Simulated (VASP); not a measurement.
Wanted: the native input for a VASP 6.6.1 run.

```yaml
Task: single point
Functional: PBEsol
Potentials_or_basis: VASP PAW PBE potentials, release 64 (Al, Fe_sv)
Cutoff: 690 eV
k_mesh: 6 × 6 × 6, shifted
Occupations: fermi-dirac, width 0.1 eV
Spin: no spin polarisation
Hubbard_terms: Fe d U = 6.0 eV
Dipole_correction: no
Further_INCAR_settings: ALGO = Normal; EDIFF = 1e-06; NBANDS = 16
```

The structure of AlFe lies in POSCAR:

```
AlFe
1.0
    2.8560365352      0.0000000000      0.0000000000
    0.0000000000      2.8560365352      0.0000000000
    0.0000000000      0.0000000000      2.8560365352
Al Fe
1 1
Direct
    0.0000000000      0.0000000000      0.0000000000
    0.5000000000      0.5000000000      0.5000000000
```

One way to write it, as run:

INCAR

```
PREC = Accurate ; ENCUT = 690
EDIFF = 1E-6 ; ISMEAR = -1
SIGMA = 0.1 ; LREAL = False
LASPH = True ; NELM = 200
ALGO = Normal ; ISIF = 2
LWAVE = False ; LCHARG = False
LMAXMIX = 4 ; LDAU = True
LDAUTYPE = 2 ; LDAUL = -1 2
LDAUU = 0 6 ; LDAUJ = 0 0
LDAUPRINT = 1 ; GGA = PS
NBANDS = 16 ; GGA_COMPAT = False
```

KPOINTS

```
Automatic mesh
0
Gamma
  6 6 6
  0.5 0.5 0.5
```

Potentials or basis: VASP PAW PBE potentials, release 64 (Al, Fe_sv).

The run is started by

```sh
$ cat potpaw_PBE.64/Al/POTCAR potpaw_PBE.64/Fe_sv/POTCAR > POTCAR
$ mpirun -np 1 vasp_std > vasp.out
```

Results of the run:

```
Pressure               : 0.5 GPa
Band gap on the k mesh : zero (an odd number of electrons rules out a gap without spin polarisation)
```

Caveat: the k points lie up to 0.37 Å⁻¹ apart, too coarse for converged energies and pressures of a metal; the PAW data sets were made with another functional, which shifts forces and pressure a little; the run has no spin polarisation, though such a crystal can be magnetic; U without spin polarisation on a metal has little footing; the U is typed as a test and isn't derived for this compound.

It took 4.4 s on 1 thread of Intel(R) Xeon(R) Platinum 8488C (Sapphire Rapids) (shared host), peak memory 0.13 GiB.
